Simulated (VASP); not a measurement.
Here is a VASP 6.6.1 calculation.

INCAR

```
SYSTEM = BaS
PREC = Accurate
ENCUT = 520
EDIFF = 1E-7
ISMEAR = 0
SIGMA = 0.01
LREAL = .False.
LASPH = .True.
NELM = 60
ALGO = Normal
ISIF = 2
LWAVE = .False.
LCHARG = .False.
GGA = PS
NBANDS = 15
```

The input KPOINTS:

```
Automatic mesh
0
Gamma
  6 6 6
  0 0 0
```

Contents of POSCAR:

```
BaS
1.0
    0.0000000000      3.2767414078      3.2767414078
    3.2767414078      0.0000000000      3.2767414078
    3.2767414078      3.2767414078      0.0000000000
Ba S
1 1
Direct
    0.0000000000      0.0000000000      0.0000000000
    0.5000000000      0.5000000000      0.5000000000
```

Potentials or basis: VASP PAW PBE potentials, release 64 (Ba_sv, S).

Launch:

```console
$ cat potpaw_PBE.64/Ba_sv/POTCAR potpaw_PBE.64/S/POTCAR > POTCAR
$ mpirun -np 1 vasp_std > vasp.out
```

Q: Estimate the band gap on the k mesh.

A: 2.10 eV, indirect (least direct gap 2.28 eV).

Q: What does it give for the pressure?

A: -3.3 GPa.

Caveat: the PAW data sets were made with another functional, which shifts forces and pressure a little; spin-orbit coupling is left out, which moves the levels of the heavy elements. A k mesh can miss the band edges.
